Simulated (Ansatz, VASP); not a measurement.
One calculation of CoGe3, two programs

```xyz
4
Lattice="3.9258 0.0000 0.0000 0.0000 3.9258 0.0000 0.0000 0.0000 3.9258" Properties=species:S:1:pos:R:3 pbc="T T T"
Ge    0.0000    1.9629    1.9629
Ge    1.9629    0.0000    1.9629
Ge    1.9629    1.9629    0.0000
Co    0.0000    0.0000    0.0000
```

Alike in both runs: task single point; functional r2SCAN; k mesh 10 × 10 × 10; occupations gaussian, width 0.1 eV; no spin polarisation.

```csv
,VASP,Ansatz
version,VASP 6.6.1,Ansatz 0.2.0
potentials or method,"VASP PAW PBE potentials, release 64 (Ge_d, Co), cutoff 520 eV","scalar-relativistic, plane waves, PAW"
valence electrons in the cell,51,59
```

```csv
,VASP,Ansatz,Ansatz less VASP
gap on the k mesh at the Fermi level (eV),none,none,-
pressure (GPa),1.4,1.5,+0.13
```

VASP's potentials were made for PBE, not for r2SCAN. A gap of «none» marks a metal or a gap that the smearing closes. VASP's potentials hold 51 valence electrons a cell and Ansatz's 59, so a difference there can come from the potentials and not from the codes.
